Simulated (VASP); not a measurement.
# Ge (I4_1/amd) in VASP: a series of runs, part 2 of 2

VASP 6.6.1. The steps go on from the part before.

### Step 4. Single point, PBEsol (strain -0.015 along x and y, +0.030 along z)

The input, INCAR:

```
  ALGO = Normal
  EDIFF = 1E-7
  ENCUT = 520
  GGA = PS
  ISIF = 2
  ISMEAR = 0
  LASPH = T
  LCHARG = F
  LREAL = F
  LWAVE = F
  NBANDS = 21
  NELM = 80
  PREC = Accurate
  SIGMA = 0.15
```

The input, KPOINTS:

```
k-points
0
Gamma
  20 20 20
```

The input, POSCAR:

```
Ge
1.0
   -2.5358723732      2.5358723732      1.4393350225
    2.5358723732     -2.5358723732      1.4393350225
    2.5358723732      2.5358723732     -1.4393350225
Ge
2
Direct
    0.2500000000      0.7500000000      0.5000000000
    0.5000000000      0.5000000000      0.0000000000
```

Potentials or basis: VASP PAW PBE potentials, release 64 (Ge_d).

On the command line:

```console
$ cat potpaw_PBE.64/Ge_d/POTCAR > POTCAR
$ mpirun -np 1 vasp_std > vasp.out
```

OUTCAR:

```text
EDIFF = 1E-7
   ENCUT = 520
   GGA = PS
   ISIF = 2
   ISMEAR = 0
   LASPH = T
   LREAL = F
   NELM = 80
   PREC = Accurate

 ion  position               nearest neighbor table
   1  0.250  0.750  0.500-   2 2.64   2 2.64   2 2.64   2 2.64
   2  0.500  0.500  0.000-   1 2.64   1 2.64   1 2.64   1 2.64

  LATTYP: Found a body centered tetragonal cell.
 ALAT       =     5.0717447464
 C/A-ratio  =     0.5675896933

  Lattice vectors:

 A1 = (  -2.5358723732,   2.5358723732,   1.4393350225)
 A2 = (   2.5358723732,  -2.5358723732,   1.4393350225)
 A3 = (   2.5358723732,   2.5358723732,  -1.4393350225)

Analysis of symmetry for initial positions (statically):
=====================================================================
 Subroutine PRICEL returns:
 Original cell was already a primitive cell.

 Routine SETGRP: Setting up the symmetry group for a
 body centered tetragonal supercell.

 Subroutine GETGRP returns: Found 16 space group operations
 (whereof  8 operations were pure point group operations)
 out of a pool of 16 trial point group operations.

[... 154 lines left out ...]

 number of electron      27.9999987 magnetization

 Free energy of the ion-electron system (eV)
  ---------------------------------------------------
  ext. energy  EPLUGINS =         0.00000000
  ---------------------------------------------------
  free energy    TOTEN  =        -9.53669212 eV

  energy without entropy =       -9.52876275  energy(sigma->0) =       -9.53272744

 E-fermi :   6.6545     XC(G=0): -11.4717

 val. band max:        6.6530628170   @ k =   0.4500   0.1500   0.0500
 cond. band min:       6.6577753291   @ k =   0.3500   0.0000  -0.0000
 fundamental gap:      0.0047125122
 Fermi energy:         6.6544624103

 k-point     1 :       0.0000    0.0000    0.0000
  band No.  band energies     occupation
      1     -18.0177      2.00000
      2     -17.9463      2.00000
      3     -17.9377      2.00000
      4     -17.9129      2.00000
      5     -17.8358      2.00000
      6     -17.8358      2.00000
[... 565 lines left out ...]
     20      15.4067      0.00000
     21      18.2613      0.00000

 [... further k-points ...]
[... 5 lines left out ...]
  --------------------------------------------------------------------------------------
  -------------------------------------------------------------------------------------
  Total        0.0267209      0.0267209     -0.4412148      0.0000000      0.0000000      0.0000000
  in kB        1.1563392      1.1563392    -19.0934310      0.0000000      0.0000000      0.0000000
  external PRESSURE =      -5.5935842 kB  Pullay stress =       0.0000000 kB

 VOLUME and BASIS-vectors are now :
 -----------------------------------------------------------------------------
  energy-cutoff  :      520.00
  volume of cell :       37.02
      direct lattice vectors                 reciprocal lattice vectors
    -2.535872373  2.535872373  1.439335022     0.000000000  0.197170806  0.347382640
     2.535872373 -2.535872373  1.439335022     0.197170806  0.000000000  0.347382640
     2.535872373  2.535872373 -1.439335022     0.197170806  0.197170806  0.000000000

 POSITION                                       TOTAL-FORCE (eV/Angst)
 -----------------------------------------------------------------------------------
      2.53587      0.00000      0.71967        -0.000000      0.000000     -0.000000
      0.00000      0.00000      1.43934         0.000000     -0.000000      0.000000
 -----------------------------------------------------------------------------------
    total drift:                                0.000000     -0.000000      0.000000

  FREE ENERGIE OF THE ION-ELECTRON SYSTEM (eV)
  ---------------------------------------------------
  free  energy   TOTEN  =        -9.5366921242 eV

  energy  without entropy=       -9.5287627488  energy(sigma->0) =       -9.53272744
```

OSZICAR:

```text
N       E                     dE             d eps       ncg     rms          rms(c)
DAV:   1     0.174915552641E+03    0.17492E+03   -0.14095E+04 30842   0.383E+03
DAV:   2     0.143090990510E+02   -0.16061E+03   -0.15566E+03 27062   0.590E+02
DAV:   3    -0.893453057383E+01   -0.23244E+02   -0.23040E+02 30723   0.133E+02
DAV:   4    -0.957625452758E+01   -0.64172E+00   -0.64127E+00 30165   0.259E+01
DAV:   5    -0.958566537863E+01   -0.94109E-02   -0.94106E-02 30540   0.340E+00    0.222E+00
DAV:   6    -0.955072037752E+01    0.34945E-01   -0.33140E-02 36695   0.325E+00    0.121E+00
DAV:   7    -0.953717997490E+01    0.13540E-01   -0.19487E-02 36658   0.217E+00    0.136E-01
DAV:   8    -0.953668856478E+01    0.49141E-03   -0.27580E-03 32790   0.929E-01    0.444E-02
DAV:   9    -0.953669174381E+01   -0.31790E-05   -0.70733E-05 32571   0.106E-01    0.108E-02
DAV:  10    -0.953669215848E+01   -0.41468E-06   -0.38240E-06 33916   0.233E-02    0.255E-03
DAV:  11    -0.953669212425E+01    0.34236E-07   -0.12298E-07 22296   0.543E-03
   1 F= -.95366921E+01 E0= -.95327274E+01  d E =-.792938E-02
```

stdout:

```text
POSCAR found type information on POSCAR Ge
 POSCAR found :  1 types and       2 ions
 scaLAPACK will be used
 -----------------------------------------------------------------------------
|                                                                             |
|                                                                             |
|     You enforced a specific xc type in the INCAR file but a different       |
|     I HOPE YOU KNOW WHAT YOU ARE DOING!                                     |
|                                                                             |
 -----------------------------------------------------------------------------

 LDA part: xc-table for (Slater+PW92), standard interpolation
 POSCAR, INCAR and KPOINTS ok, starting setup
 FFT: planning ... GRIDC
 FFT: planning ... GRID_SOFT
 FFT: planning ... GRID
 WAVECAR not read
 entering main loop
```

It took 4.4 min on 1 thread of Intel Xeon 6975P-C (Granite Rapids), shared host; peak memory 0.47 GiB.

What came out:

| Item | Value |
| --- | --- |
| Free energy | -9.5367 eV |
| Pressure | -0.6 GPa |
| Band gap on the k mesh | zero (bands 14 and 15 overlap by 5.48 eV) |

Caveat: the cell differs from its parent crystal (strain -0.015 along x and y, +0.030 along z); the PAW data sets were made with another functional, which shifts forces and pressure a little.

### Step 5. Overview

```csv
cell,gap on the mesh (eV),pressure (GPa)
"a = 3.892 Å, angles 97.2, 97.2, 138.6°, 2 atoms",none,0.5
"a = 3.857 Å, angles 97.8, 97.8, 136.8°, 2 atoms",none,0.5
"a = 3.864 Å, angles 98.0, 98.0, 136.3°, 2 atoms",none,-0.6
```

Alike in all rows: task single point; level PBEsol; potentials or basis VASP PAW PBE potentials, release 64 (Ge_d); no spin polarisation; k mesh 20 × 20 × 20; cutoff (eV) 520; smearing gaussian 0.15 eV.

Caveats: the PAW data sets were made with another functional, which shifts forces and pressure a little.

Total energies depend on the potentials used, so only differences within one code and one set of settings carry meaning.
